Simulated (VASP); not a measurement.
# BP (F-43m) in VASP: single point with PBEsol

Aim: the single point of BP with PBEsol.

All numbers are computed with VASP 6.6.1; they aren't measurements. Logs are shortened: lines on timing, memory, paths and dates and some standing lists are left out, and cuts for length are marked.

### Step 1. The cell of the first run

Symmetry: F-43m, No. 216, cubic system. The conventional cell has a = 4.538 Å, b = 4.538 Å, c = 4.538 Å, α = 90.00°, β = 90.00°, γ = 90.00°. Within 2.6 Å of B (site symmetry -43m) lie 4 P at 1.97 Å. Within 2.6 Å of P (site symmetry -43m) lie 4 B at 1.97 Å.

### Step 2. Single point, PBEsol

Contents of INCAR:

```
SYSTEM = BP
PREC = Accurate
ENCUT = 520
EDIFF = 1E-6
ISMEAR = 0
SIGMA = 0.05
LREAL = .False.
LASPH = .True.
NELM = 60
ALGO = Normal
ISIF = 2
LWAVE = .False.
LCHARG = .False.
GGA = PS
NBANDS = 11
```

Contents of KPOINTS:

```
Automatic mesh
0
Gamma
  10 10 10
  0 0 0
```

Contents of POSCAR:

```
BP
1.0
    0.0000000000      2.2690000000      2.2690000000
    2.2690000000      0.0000000000      2.2690000000
    2.2690000000      2.2690000000      0.0000000000
B P
1 1
Direct
    0.0000000000      0.0000000000      0.0000000000
    0.7500000000      0.7500000000      0.7500000000
```

Potentials or basis: VASP PAW PBE potentials, release 64 (B, P).

Command:

```bash
$ cat potpaw_PBE.64/B/POTCAR potpaw_PBE.64/P/POTCAR > POTCAR
$ mpirun -np 1 vasp_std > vasp.out
```

OUTCAR:

```text
SYSTEM = BP
   PREC = Accurate
   ENCUT = 520
   EDIFF = 1E-6
   ISMEAR = 0
   LREAL = .False.
   LASPH = .True.
   NELM = 60
   ISIF = 2
   GGA = PS

 ion  position               nearest neighbor table
   1  0.000  0.000  0.000-   2 1.97   2 1.97   2 1.97   2 1.97
   2  0.750  0.750  0.750-   1 1.97   1 1.97   1 1.97   1 1.97

  LATTYP: Found a face centered cubic cell.
 ALAT       =     4.5380000000

  Lattice vectors:

 A1 = (   0.0000000000,   2.2690000000,   2.2690000000)
 A2 = (   2.2690000000,   0.0000000000,   2.2690000000)
 A3 = (   2.2690000000,   2.2690000000,   0.0000000000)

Analysis of symmetry for initial positions (statically):
=====================================================================
 Subroutine PRICEL returns:
 Original cell was already a primitive cell.

 Routine SETGRP: Setting up the symmetry group for a
 face centered cubic supercell.

 Subroutine GETGRP returns: Found 24 space group operations
 (whereof 24 operations were pure point group operations)
 out of a pool of 48 trial point group operations.

The static configuration has the point symmetry T_d .

Analysis of symmetry for dynamics (positions and initial velocities):
=====================================================================
 Subroutine PRICEL returns:
 Original cell was already a primitive cell.

 Routine SETGRP: Setting up the symmetry group for a
 face centered cubic supercell.

 Subroutine GETGRP returns: Found 24 space group operations
 (whereof 24 operations were pure point group operations)
 out of a pool of 48 trial point group operations.

The dynamic configuration has the point symmetry T_d .

 Subroutine INISYM returns: Found 24 space group operations
 (whereof 24 operations are pure point group operations),
 and found     1 'primitive' translations

----------------------------------------------------------------------------------------

                                     Primitive cell

  volume of cell :      23.3633

  direct lattice vectors                    reciprocal lattice vectors
     0.000000000  2.269000000  2.269000000    -0.220361393  0.220361393  0.220361393
     2.269000000  0.000000000  2.269000000     0.220361393 -0.220361393  0.220361393
     2.269000000  2.269000000  0.000000000     0.220361393  0.220361393 -0.220361393

  length of vectors
     3.208850573  3.208850573  3.208850573     0.381677128  0.381677128  0.381677128

  position of ions in fractional coordinates (direct lattice)
     0.000000000  0.000000000  0.000000000
     0.750000000  0.750000000  0.750000000

  ion indices of the primitive-cell ions
   primitive index   ion index
                 1           1
                 2           2

----------------------------------------------------------------------------------------

 KPOINTS: Automatic mesh

Automatic generation of k-mesh.
 Grid dimensions read from file:
 generate k-points for:   10   10   10

 Generating k-lattice:

  Cartesian coordinates                     Fractional coordinates (reciprocal lattice)
    -0.022036139  0.022036139  0.022036139     0.100000000  0.000000000  0.000000000
     0.022036139 -0.022036139  0.022036139     0.000000000  0.100000000  0.000000000
     0.022036139  0.022036139 -0.022036139     0.000000000  0.000000000  0.100000000

  Length of vectors
     0.038167713  0.038167713  0.038167713

  Shift w.r.t. Gamma in fractional coordinates (k-lattice)
     0.000000000  0.000000000  0.000000000

 Subroutine IBZKPT returns following result:
 ===========================================

 Found     47 irreducible k-points:

 Following reciprocal coordinates:
            Coordinates               Weight
  0.000000  0.000000  0.000000      1.000000
  0.100000  0.000000  0.000000      8.000000
  0.200000  0.000000  0.000000      8.000000
  0.300000  0.000000  0.000000      8.000000
  0.400000  0.000000  0.000000      8.000000
  0.500000  0.000000  0.000000      4.000000
[... 16 lines left out ...]
  0.300000  0.300000  0.000000      6.000000
  0.400000  0.300000  0.000000     24.000000
 [... further k-points ...]
   k-points           NKPTS =     47   k-points in BZ     NKDIM =     47   number of bands    NBANDS=     11
   number of dos      NEDOS =    301   number of ions     NIONS =      2
   total plane-waves  NPLWV =  13824
   dimension x,y,z NGX =    24 NGY =   24 NGZ =   24
   dimension x,y,z NGXF=    48 NGYF=   48 NGZF=   48
   ions per type =               1   1
   NGX,Y,Z   is equivalent  to a cutoff of  12.43, 12.43, 12.43 a.u.
   NGXF,Y,Z  is equivalent  to a cutoff of  24.87, 24.87, 24.87 a.u.
 SYSTEM =  BP
   PREC   = accura    normal or accurate (medium, high low for compatibility)
   ISTART =      0    job   : 0-new  1-cont  2-samecut
   ICHARG =      2    charge: 1-file 2-atom 10-const
   ISPIN  =      1    spin polarized calculation?
   LNONCOLLINEAR =      F non collinear calculations
   LSORBIT =      F    spin-orbit coupling
   LASPH  =      T    aspherical Exc in radial PAW
   ENCUT  =  520.0 eV  38.22 Ry    6.18 a.u.   5.97  5.97  5.97*2*pi/ulx,y,z
   NELM   =     60;   NELMIN=  2; NELMDL= -5     # of ELM steps
   EDIFF  = 0.1E-05   stopping-criterion for ELM
   LREAL  =      F    real-space projection
   EDIFFG = 0.1E-04   stopping-criterion for IOM
   NSW    =      0    number of steps for IOM
   IBRION =     -1    ionic relax: 0-MD 1-quasi-New 2-CG
   NFREE  =      0    steps in history (QN), initial steepest desc. (CG)
   ISIF   =      2    stress and relaxation
   ISYM   =      2    0-nonsym 1-usesym 2-fastsym
   POTIM  = 0.5000    time-step for ionic-motion
   TEBEG  =    0.0;   TEEND  =   0.0 temperature during run
   PSTRESS=    0.0 pullay stress
   NELECT =       8.0000    total number of electrons
   NUPDOWN=      -1.0000    fix difference up-down
   EMIN   =  10.00;   EMAX   =-10.00  energy-range for DOS
   EFERMI =   0.00;   METHOD = LEGACY
   ISMEAR =     0;   SIGMA  =   0.05  broadening in eV -4-tet -1-fermi 0-gaus
   EFERMI_NEDOS =   21; number of points for ismear=-14 and -15
   IALGO  =     38    algorithm
   IMIX   =      4    mixing-type and parameters
     AMIX     =   0.40;   BMIX     =  1.00
     AMIX_MAG =   1.60;   BMIX_MAG =  1.00
  volume/ion in A,a.u.               =      11.68        78.83
  Fermi-wavevector in a.u.,A,eV,Ry     =   1.145320  2.164342 17.847562  1.311759
  Thomas-Fermi vector in A             =   2.282009
   LORBIT       =      0    0 simple, 1 ext, 2 COOP (PROOUT), +10 PAW based schemes
   GGA     = PS    functional components
   LHFCALC =     F    Hartree Fock is set to
   AEXX    =    0.0000 exact exchange contribution
   IVDW    =     0    specifies the selected vdW correction
   LEPSILON=     F    determine dielectric tensor
   LRPA    =     F    only Hartree local field effects (RPA)
 non-spin polarized calculation
 Gauss-broadening in eV      SIGMA  =   0.05
  energy-cutoff  :      520.00
  volume of cell :       23.36
 maximum number of plane-waves:       639
   NGX = 11   NGY = 11   NGZ = 11

 number of electron       8.0000000 magnetization

 Free energy of the ion-electron system (eV)
  ---------------------------------------------------
  ext. energy  EPLUGINS =         0.00000000
  ---------------------------------------------------
  free energy    TOTEN  =       -13.67223473 eV

  energy without entropy =      -13.67223473  energy(sigma->0) =      -13.67223473

 E-fermi :   7.7004     XC(G=0): -11.0458

 val. band max:        7.4054752778   @ k =   0.0000   0.0000   0.0000
 cond. band min:       8.5364030749   @ k =   0.4000   0.4000   0.0000
 fundamental gap:      1.1309277971
 Fermi energy:         7.7004471100

 k-point     1 :       0.0000    0.0000    0.0000
  band No.  band energies     occupation
      1      -8.0926      2.00000
      2       7.4055      2.00000
      3       7.4055      2.00000
      4       7.4055      2.00000
      5      10.7623      0.00000
      6      10.7623      0.00000
      7      10.7623      0.00000
      8      14.7483      0.00000
      9      18.6480      0.00000
     10      19.5271      0.00000
     11      19.5271      0.00000

 k-point     2 :       0.1000    0.0000    0.0000
  band No.  band energies     occupation
      1      -7.9119      2.00000
      2       6.0912      2.00000
      3       7.1069      2.00000
      4       7.1069      2.00000
      5      11.1742      0.00000
      6      11.1742      0.00000
      7      11.1978      0.00000
      8      15.2669      0.00000
      9      18.8077      0.00000
     10      18.8077      0.00000
     11      19.2260      0.00000

 k-point     3 :       0.2000    0.0000    0.0000
  band No.  band energies     occupation
      1      -7.3763      2.00000
      2       3.7357      2.00000
      3       6.5438      2.00000
      4       6.5438      2.00000
      5      11.3900      0.00000
      6      11.8949      0.00000
      7      11.8949      0.00000
      8      16.4124      0.00000
      9      18.1862      0.00000
     10      18.1862      0.00000
     11      20.1070      0.00000

 k-point     4 :       0.3000    0.0000    0.0000
  band No.  band energies     occupation
      1      -6.5151      2.00000
      2       1.3647      2.00000
      3       6.0534      2.00000
      4       6.0534      2.00000
      5      11.2957      0.00000
      6      12.2145      0.00000
      7      12.2145      0.00000
      8      17.2602      0.00000
      9      18.7661      0.00000
     10      18.7661      0.00000
     11      20.4023      0.00000
[... 239 lines left out ...]
 k-point    22 :      -0.2000    0.2000    0.0000
  band No.  band energies     occupation
      1      -6.2227      2.00000
      2       2.1384      2.00000
      3       3.1869      2.00000
      4       6.1547      2.00000
      5      11.8178      0.00000
      6      12.6811      0.00000
      7      13.7369      0.00000
      8      15.6538      0.00000
      9      16.8259      0.00000
     10      20.9016      0.00000
     11      23.1052      0.00000

 k-point    23 :       0.3000    0.3000    0.0000
  band No.  band energies     occupation
      1      -5.9706      2.00000
      2       2.5739      2.00000
      3       4.1572      2.00000
      4       4.1572      2.00000
      5       8.8323      0.00000
      6      11.1815      0.00000
      7      16.2439      0.00000
      8      16.2439      0.00000
      9      20.4163      0.00000
     10      21.7902      0.00000
     11      23.7448      0.00000

 k-point    24 :       0.4000    0.3000    0.0000
  band No.  band energies     occupation
      1      -5.1417      2.00000
      2       1.2408      2.00000
      3       3.3161      2.00000
      4       3.8616      2.00000
      5       9.1170      0.00000
      6      10.9020      0.00000
      7      16.8536      0.00000
      8      16.8619      0.00000
      9      21.3378      0.00000
     10      22.6666      0.00000
     11      24.3217      0.00000

 [... further k-points ...]
[... 5 lines left out ...]
  --------------------------------------------------------------------------------------
  -------------------------------------------------------------------------------------
  Total       -0.2710116     -0.2710116     -0.2710116      0.0000000     -0.0000000      0.0000000
  in kB      -18.5851037    -18.5851037    -18.5851037      0.0000000     -0.0000000      0.0000000
  external PRESSURE =     -18.5851037 kB  Pullay stress =       0.0000000 kB

 VOLUME and BASIS-vectors are now :
 -----------------------------------------------------------------------------
  energy-cutoff  :      520.00
  volume of cell :       23.36
      direct lattice vectors                 reciprocal lattice vectors
     0.000000000  2.269000000  2.269000000    -0.220361393  0.220361393  0.220361393
     2.269000000  0.000000000  2.269000000     0.220361393 -0.220361393  0.220361393
     2.269000000  2.269000000  0.000000000     0.220361393  0.220361393 -0.220361393

 POSITION                                       TOTAL-FORCE (eV/Angst)
 -----------------------------------------------------------------------------------
      0.00000      0.00000      0.00000        -0.000000     -0.000000     -0.000000
      3.40350      3.40350      3.40350         0.000000      0.000000      0.000000
 -----------------------------------------------------------------------------------
    total drift:                               -0.000000     -0.000000     -0.000000

  FREE ENERGIE OF THE ION-ELECTRON SYSTEM (eV)
  ---------------------------------------------------
  free  energy   TOTEN  =       -13.6722347287 eV

  energy  without entropy=      -13.6722347287  energy(sigma->0) =      -13.67223473
```

Run time: 12 s. Hardware: 1 thread of Intel Xeon 8259CL, shared host; peak memory 0.14 GiB.

Results:

| Item | Value |
| --- | --- |
| Free energy | -13.6722 eV |
| Pressure | -1.9 GPa |
| Band gap on the k mesh | 1.13 eV, indirect (least direct gap 3.36 eV) |

Caveat: the PAW data sets were made with another functional, which shifts forces and pressure a little.
